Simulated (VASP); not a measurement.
Write the native input for VASP 6.6.1 that does the following.

* Task: single point
* Functional: BLYP
* Potentials or basis: VASP PAW PBE potentials, release 64 (Br)
* Cutoff: 520 eV
* k mesh: 7 × 7 × 7
* Occupations: fermi-dirac, width 0.15 eV
* Spin: no spin polarisation
* Dipole correction: no
* Further INCAR settings: ALGO = Normal; EDIFF = 1e-06; NBANDS = 18

The structure of Br lies in POSCAR:

```
Br
1.0
    4.5976400000      0.0000000000      0.0000000000
    0.0000000000      4.5976400000      0.0000000000
    0.0000000000      0.0000000000      4.5976400000
Br
3
Direct
    0.5000000000      0.0000000000      0.0000000000
    0.0000000000      0.5000000000      0.0000000000
    0.0000000000      0.0000000000      0.5000000000
```

The input as run:

INCAR

```
  AGGAC = 1.0
  AGGAX = 1.0
  ALDAC = 0.0
  ALDAX = 1.0
  ALGO = Normal
  EDIFF = 1E-6
  ENCUT = 520
  GGA = B5
  ISIF = 2
  ISMEAR = -1
  LASPH = True
  LCHARG = False
  LREAL = False
  LWAVE = False
  NBANDS = 18
  NELM = 100
  PREC = Accurate
  SIGMA = 0.15
```

KPOINTS

```
k-points
0
Gamma
  7 7 7
```

Potentials or basis: VASP PAW PBE potentials, release 64 (Br).

Run with:

```sh
$ cat potpaw_PBE.64/Br/POTCAR > POTCAR
$ mpirun -np 1 vasp_std > vasp.out
```

Results of the run:

```yaml
Pressure: 2.2 GPa
```

Caveat: the PAW data sets were made with another functional, which shifts forces and pressure a little; an odd number of electrons without spin polarisation forces a metal; a magnetic or distorted state may lie lower.

It took 39 s on 1 thread of Intel Xeon 6975P-C (shared host), peak memory 0.2 GiB.
